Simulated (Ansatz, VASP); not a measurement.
## KMgH3 in VASP and in Ansatz

```
CELL_PARAMETERS angstrom
4.02500 0.00000 0.00000
0.00000 4.02500 0.00000
0.00000 0.00000 3.82375
ATOMIC_POSITIONS crystal
K 0.00000 0.00000 0.00000
Mg 0.50000 0.50000 0.50000
H 0.00000 0.50000 0.50000
H 0.50000 0.00000 0.50000
H 0.50000 0.50000 0.00000
```

Change from the starting cell: strain +0.000 along x and y, -0.050 along z, atoms carried along.

Alike in both runs: task single point; functional LDA; k mesh 8 × 8 × 8; occupations gaussian, width 0.05 eV; no spin polarisation.

```csv
,VASP,Ansatz
version,VASP 6.6.1,Ansatz 0.2.0
potentials or method,"VASP PAW LDA potentials, release 64 (K_sv, Mg, H), cutoff 520 eV","scalar-relativistic, plane waves, PAW"
valence electrons in the cell,14,22
```

```csv
,VASP,Ansatz,Ansatz less VASP
gap on the k mesh at the Fermi level (eV),2.23,2.23,0.000
least direct gap on the mesh (eV),4.44,4.43,-0.005
pressure (GPa),-1.4,-1.2,+0.24
"traceless stress, the component that is largest in VASP (GPa)",1.93,1.92,-0.010
```

LDA's correlation is that of Perdew and Zunger in VASP and of Perdew and Wang (1992) in Ansatz. VASP's potentials hold 14 valence electrons a cell and Ansatz's 22, so a difference there can come from the potentials and not from the codes.
